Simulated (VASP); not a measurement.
A run of VASP 6.6.1 is set up as follows.

The input INCAR:

```
SYSTEM = Hf
ALGO = Normal ; EDIFF = 1E-7
ENCUT = 520 ; GGA = PE
GGA_COMPAT = .False. ; ISIF = 2
ISMEAR = -1 ; LASPH = .True.
LCHARG = .False. ; LMAXMIX = 4
LNONCOLLINEAR = .True. ; LORBIT = 11
LORBMOM = .True. ; LREAL = .False.
LSORBIT = .True. ; LWAVE = .False.
MAGMOM = 0 0 0 ; NBANDS = 21
NELM = 150 ; PREC = Accurate
SIGMA = 0.05
```

Contents of KPOINTS:

```
k-points
0
Gamma
  16 16 16
  0 0 0
```

Contents of POSCAR:

```
Hf
1.0
    0.0000000000      2.2406463365      2.2406463365
    2.2406463365      0.0000000000      2.2406463365
    2.2406463365      2.2406463365      0.0000000000
Hf
1
Direct
    0.0000000000      0.0000000000      0.0000000000
```

Potentials or basis: VASP PAW PBE potentials, release 64 (Hf_pv).

Run with:

```console
$ cat potpaw_PBE.64/Hf_pv/POTCAR > POTCAR
$ mpirun -np 1 vasp_ncl > vasp.out
```

Problem. Predict the pressure.

Solution. -0.6 GPa.

Problem. Predict the net moment.

Solution. 0.00 μB per cell.

Moments on the atoms (μB; x, y, z):
```
Hf  0.00 0.00 0.00
```
